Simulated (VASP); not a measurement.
# Sb (P-1) in VASP: electric field gradients with PBEsol

Aim: the electric field gradients of Sb with PBEsol.

Program: VASP 6.6.1. These are calculated values, not measurements. Logs are shortened: lines on timing, memory, paths and dates and some standing lists are left out, and cuts for length are marked.

### Step 1. The cell of the first run

The typed cell holds 2 atoms: a = 3.370 Å, b = 3.325 Å, c = 5.331 Å, α = 89.36°, β = 88.27°, γ = 118.70°.

### Step 2. Electric field gradients, PBEsol (equal xy, yz and zx shear strains of +3 %)

INCAR reads:

```
PREC = Accurate
ENCUT = 520
EDIFF = 1E-8
ISMEAR = -1
SIGMA = 0.05
LREAL = F
LASPH = T
NELM = 60
ALGO = Normal
ISIF = 2
LWAVE = F
LCHARG = F
GGA = PS
LEFG = T
NBANDS = 12
```

KPOINTS reads:

```
Automatic mesh
0
Gamma
  12 12 7
```

POSCAR reads:

```
Sb
1.0
    3.3690001795      0.0505350027      0.0505350027
   -1.6407354937      2.8923722395      0.0184970948
    0.0799500000      0.0799500000      5.3300000000
Sb
2
Direct
    0.3333333333      0.6666666667      0.2500000000
    0.6666666667      0.3333333333      0.7500000000
```

Potentials or basis: VASP PAW PBE potentials, release 64 (Sb).

Run with:

```console
$ cat potpaw_PBE.64/Sb/POTCAR > POTCAR
$ mpirun -np 1 vasp_std > vasp.out
```

OUTCAR:

```text
PREC = Accurate
   ENCUT = 520
   EDIFF = 1E-8
   ISMEAR = -1
   LREAL = F
   LASPH = T
   NELM = 60
   ISIF = 2
   GGA = PS

 ion  position               nearest neighbor table
   1  0.333  0.667  0.250-   2 3.25   2 3.25   2 3.27   2 3.30   2 3.35   2 3.38
   2  0.667  0.333  0.750-   1 3.25   1 3.25   1 3.27   1 3.30   1 3.35   1 3.38

  LATTYP: Found a triclinic cell.
 ALAT       =     3.4135563993
 B/A-ratio  =     2.2806343159
 C/A-ratio  =     0.9871693112
 COS(alpha) =     0.0019612707
 COS(beta)  =     0.5194127995
 COS(gamma) =     0.6242232475

  Lattice vectors:

 A1 = (  -1.7282646858,  -2.9429072422,  -0.0690320975)
 A2 = (  -0.0075791921,  -5.7553294817,   5.2424708077)
 A3 = (  -3.3690001795,  -0.0505350027,  -0.0505350027)

Analysis of symmetry for initial positions (statically):
=====================================================================
 Subroutine PRICEL returns:
 Original cell was already a primitive cell.

 Routine SETGRP: Setting up the symmetry group for a
 triclinic supercell.

 Subroutine GETGRP returns: Found  2 space group operations
 (whereof  2 operations were pure point group operations)
 out of a pool of  2 trial point group operations.

The static configuration has the point symmetry S_2 .

Analysis of symmetry for dynamics (positions and initial velocities):
=====================================================================
 Subroutine PRICEL returns:
 Original cell was already a primitive cell.

 Routine SETGRP: Setting up the symmetry group for a
 triclinic supercell.

 Subroutine GETGRP returns: Found  2 space group operations
 (whereof  2 operations were pure point group operations)
 out of a pool of  2 trial point group operations.

The dynamic configuration has the point symmetry S_2 .

 Subroutine INISYM returns: Found  2 space group operations
 (whereof  2 operations are pure point group operations),
 and found     1 'primitive' translations

----------------------------------------------------------------------------------------

                                     Primitive cell

  volume of cell :      52.3564

  direct lattice vectors                    reciprocal lattice vectors
     3.369000179  0.050535003  0.050535003     0.294421917  0.167058902 -0.006922212
    -1.640735494  2.892372240  0.018497095    -0.005067411  0.342894817 -0.005067411
     0.079950000  0.079950000  5.330000000    -0.002773899 -0.002773899  0.187700478

  length of vectors
     3.369758119  3.325383027  5.331199115     0.338586561  0.342969697  0.187741467

  position of ions in fractional coordinates (direct lattice)
     0.333333333  0.666666667  0.250000000
     0.666666667  0.333333333  0.750000000

  ion indices of the primitive-cell ions
   primitive index   ion index
                 1           1
                 2           2

----------------------------------------------------------------------------------------

 KPOINTS: Automatic mesh

Automatic generation of k-mesh.
 Grid dimensions read from file:
 generate k-points for:   12   12    7

 Generating k-lattice:

  Cartesian coordinates                     Fractional coordinates (reciprocal lattice)
     0.024535160  0.013921575 -0.000576851     0.083333333 -0.000000000  0.000000000
    -0.000422284  0.028574568 -0.000422284     0.000000000  0.083333333  0.000000000
    -0.000396271 -0.000396271  0.026814354     0.000000000 -0.000000000  0.142857143

  Length of vectors
     0.028215547  0.028580808  0.026820210

  Shift w.r.t. Gamma in fractional coordinates (k-lattice)
     0.000000000  0.000000000  0.000000000

 Subroutine IBZKPT returns following result:
 ===========================================

 Found    506 irreducible k-points:

 Following reciprocal coordinates:
            Coordinates               Weight
  0.000000  0.000000  0.000000      1.000000
  0.083333  0.000000  0.000000      2.000000
  0.166667  0.000000 -0.000000      2.000000
  0.250000 -0.000000 -0.000000      2.000000
  0.333333  0.000000  0.000000      2.000000
  0.416667  0.000000 -0.000000      2.000000
[... 16 lines left out ...]
  0.250000  0.166667 -0.000000      2.000000
  0.333333  0.166667 -0.000000      2.000000
 [... further k-points ...]
   k-points           NKPTS =    506   k-points in BZ     NKDIM =    506   number of bands    NBANDS=     12
   number of dos      NEDOS =    301   number of ions     NIONS =      2
   total plane-waves  NPLWV =  31360
   dimension x,y,z NGX =    28 NGY =   28 NGZ =   40
   dimension x,y,z NGXF=    56 NGYF=   56 NGZF=   80
   ions per type =               2
   NGX,Y,Z   is equivalent  to a cutoff of  13.81, 14.00, 12.47 a.u.
   NGXF,Y,Z  is equivalent  to a cutoff of  27.63, 28.00, 24.95 a.u.
 SYSTEM =  unknown system
   PREC   = accura    normal or accurate (medium, high low for compatibility)
   ISTART =      0    job   : 0-new  1-cont  2-samecut
   ICHARG =      2    charge: 1-file 2-atom 10-const
   ISPIN  =      1    spin polarized calculation?
   LNONCOLLINEAR =      F non collinear calculations
   LSORBIT =      F    spin-orbit coupling
   LASPH  =      T    aspherical Exc in radial PAW
   ENCUT  =  520.0 eV  38.22 Ry    6.18 a.u.   6.27  6.18  9.91*2*pi/ulx,y,z
   NELM   =     60;   NELMIN=  2; NELMDL= -5     # of ELM steps
   EDIFF  = 0.1E-07   stopping-criterion for ELM
   LREAL  =      F    real-space projection
   EDIFFG = 0.1E-06   stopping-criterion for IOM
   NSW    =      0    number of steps for IOM
   IBRION =     -1    ionic relax: 0-MD 1-quasi-New 2-CG
   NFREE  =      0    steps in history (QN), initial steepest desc. (CG)
   ISIF   =      2    stress and relaxation
   ISYM   =      2    0-nonsym 1-usesym 2-fastsym
   POTIM  = 0.5000    time-step for ionic-motion
   TEBEG  =    0.0;   TEEND  =   0.0 temperature during run
   PSTRESS=    0.0 pullay stress
   NELECT =      10.0000    total number of electrons
   NUPDOWN=      -1.0000    fix difference up-down
   EMIN   =  10.00;   EMAX   =-10.00  energy-range for DOS
   EFERMI =   0.00;   METHOD = LEGACY
   ISMEAR =    -1;   SIGMA  =   0.05  broadening in eV -4-tet -1-fermi 0-gaus
   EFERMI_NEDOS =   21; number of points for ismear=-14 and -15
   IALGO  =     38    algorithm
   IMIX   =      4    mixing-type and parameters
     AMIX     =   0.40;   BMIX     =  1.00
     AMIX_MAG =   1.60;   BMIX_MAG =  1.00
  volume/ion in A,a.u.               =      26.18       176.66
  Fermi-wavevector in a.u.,A,eV,Ry     =   0.942797  1.781628 12.093765  0.888867
  Thomas-Fermi vector in A             =   2.070442
   LORBIT       =      0    0 simple, 1 ext, 2 COOP (PROOUT), +10 PAW based schemes
   GGA     = PS    functional components
   LHFCALC =     F    Hartree Fock is set to
   AEXX    =    0.0000 exact exchange contribution
   IVDW    =     0    specifies the selected vdW correction
   LEPSILON=     F    determine dielectric tensor
   LRPA    =     F    only Hartree local field effects (RPA)
 non-spin polarized calculation
  energy-cutoff  :      520.00
  volume of cell :       52.36
 maximum number of plane-waves:      1426
 NGX is ok and might be reduce to    28
   NGX = 13   NGY = 13   NGZ = 19

 number of electron      10.0000000 magnetization

 Free energy of the ion-electron system (eV)
  ---------------------------------------------------
  ext. energy  EPLUGINS =         0.00000000
  ---------------------------------------------------
  free energy    TOTEN  =        -8.68050713 eV

  energy without entropy =       -8.67017090  energy(sigma->0) =       -8.67533901

 E-fermi :   8.7795     XC(G=0): -10.4531

 val. band max:        8.7774430797   @ k =   0.3333   0.2500   0.0000
 cond. band min:       8.7816750656   @ k =   0.1667   0.0000   0.1429
 fundamental gap:      0.0042319858
 Fermi energy:         8.7794652742

 k-point     1 :       0.0000    0.0000    0.0000
  band No.  band energies     occupation
      1      -4.4209      2.00000
      2      -0.1778      2.00000
      3       2.7920      2.00000
      4      11.9075      0.00000
      5      12.2650      0.00000
      6      13.6437      0.00000
      7      14.0672      0.00000
      8      14.8291      0.00000
      9      16.2069      0.00000
     10      17.6078      0.00000
     11      18.3493      0.00000
     12      18.9448      0.00000
[... 331 lines left out ...]
 k-point    24 :       0.3333    0.1667   -0.0000
  band No.  band energies     occupation
      1      -1.3145      2.00000
      2       1.0994      2.00000
      3       4.5882      2.00000
      4       5.9633      2.00000
      5       6.4117      2.00000
      6       7.6184      2.00000
      7       9.4186      0.00001
      8      10.5473      0.00000
      9      13.9886      0.00000
     10      16.5394      0.00000
     11      20.3356      0.00000
     12      20.5048      0.00000

 [... further k-points ...]
[... 5 lines left out ...]
  --------------------------------------------------------------------------------------
  -------------------------------------------------------------------------------------
  Total        0.0162996      0.0978207     -0.2216556      0.0885544     -0.0954044     -0.0845923
  in kB        0.4987905      2.9934490     -6.7829659      2.7098878     -2.9195072     -2.5886397
  external PRESSURE =      -1.0969088 kB  Pullay stress =       0.0000000 kB

 VOLUME and BASIS-vectors are now :
 -----------------------------------------------------------------------------
  energy-cutoff  :      520.00
  volume of cell :       52.36
      direct lattice vectors                 reciprocal lattice vectors
     3.369000179  0.050535003  0.050535003     0.294421917  0.167058902 -0.006922212
    -1.640735494  2.892372240  0.018497095    -0.005067411  0.342894817 -0.005067411
     0.079950000  0.079950000  5.330000000    -0.002773899 -0.002773899  0.187700478

 POSITION                                       TOTAL-FORCE (eV/Angst)
 -----------------------------------------------------------------------------------
      0.04916      1.96508      1.36168        -0.028704     -0.005876     -0.007375
      1.75905      1.05778      4.03736         0.028704      0.005876      0.007375
 -----------------------------------------------------------------------------------
    total drift:                                0.000000     -0.000000     -0.000000

  FREE ENERGIE OF THE ION-ELECTRON SYSTEM (eV)
  ---------------------------------------------------
  free  energy   TOTEN  =        -8.6805071264 eV

  energy  without entropy=       -8.6701708963  energy(sigma->0) =       -8.67533901

 Electric field gradients (V/A^2)
---------------------------------------------------------------------
 ion       V_xx      V_yy      V_zz      V_xy      V_xz      V_yz
---------------------------------------------------------------------
   1     -10.076   -10.497    20.573    -7.872    -0.399     1.238
   2     -10.076   -10.497    20.573    -7.872    -0.399     1.238
---------------------------------------------------------------------

 Electric field gradients after diagonalization (V/A^2)
 (convention: |V_zz| > |V_xx| > |V_yy|)
----------------------------------------------------------------------
 ion       V_xx      V_yy      V_zz     asymmetry (V_yy - V_xx)/ V_zz
----------------------------------------------------------------------
   1     -18.171    -2.469    20.640       0.761
   2     -18.171    -2.469    20.640       0.761
----------------------------------------------------------------------

           NMR quadrupolar parameters

 Cq : quadrupolar parameter    Cq=e*Q*V_zz/h
 eta: asymmetry parameters     (V_yy - V_xx)/ V_zz
 Q  : nuclear electric quadrupole moment in mb (millibarn)
----------------------------------------------------------------------
 ion       Cq(MHz)       eta       Q (mb)
----------------------------------------------------------------------
   1       0.050       0.761       1.000
   2       0.050       0.761       1.000
----------------------------------------------------------------------
```

Run time: 3.2 min. Hardware: 1 thread of Intel Xeon 6975P-C, shared host; peak memory 0.4 GiB.

Results:

- Free energy: -8.6805 eV
- Pressure: -0.1 GPa
- Largest force: 0.030 eV/Å
- Band gap on the k mesh: zero (band 5 reaches 12.51 eV, above the bottom of band 6 at 5.81 eV)

Forces on the atoms (eV/Å):
```
Sb  -0.029 -0.006 -0.007
Sb   0.029  0.006  0.007
```

Stress tensor (GPa, compression positive):
```
 0.05  0.27 -0.26
 0.27  0.30 -0.29
-0.26 -0.29 -0.68
```

Levels at points of the mesh, in eV from the Fermi level:
```
           k point  band 2  band 3  band 4  band 5  band 6  band 7  band 8  band 9
(0.00, 0.00, 0.00)   -8.96   -5.99    3.13    3.49    4.86    5.29    6.05    7.43
(0.50, 0.00, 0.00)   -8.33   -4.32   -3.12   -2.38   -0.23    0.41    4.08    4.46
(0.00, 0.50, 0.00)   -8.24   -4.27   -3.02   -2.33   -0.20    0.12    3.74    4.21
(0.50, 0.50, 0.00)   -8.15   -4.22   -2.91   -2.28   -0.19   -0.18    3.39    3.97
```

Electric field gradients, principal values (V/Å²):
```tsv
atom	least	middle	greatest (by size)
1 Sb	-2.469	-18.171	20.640
2 Sb	-2.469	-18.171	20.640
```

Caveat: the cell differs from its parent crystal (equal xy, yz and zx shear strains of +3 %); without QUAD_EFG the Cq values of the log hold for a quadrupole moment of 1 mb, not for the nuclei; the PAW data sets were made with another functional, which shifts forces and pressure a little; spin-orbit coupling is left out, which moves the levels of the heavy elements.
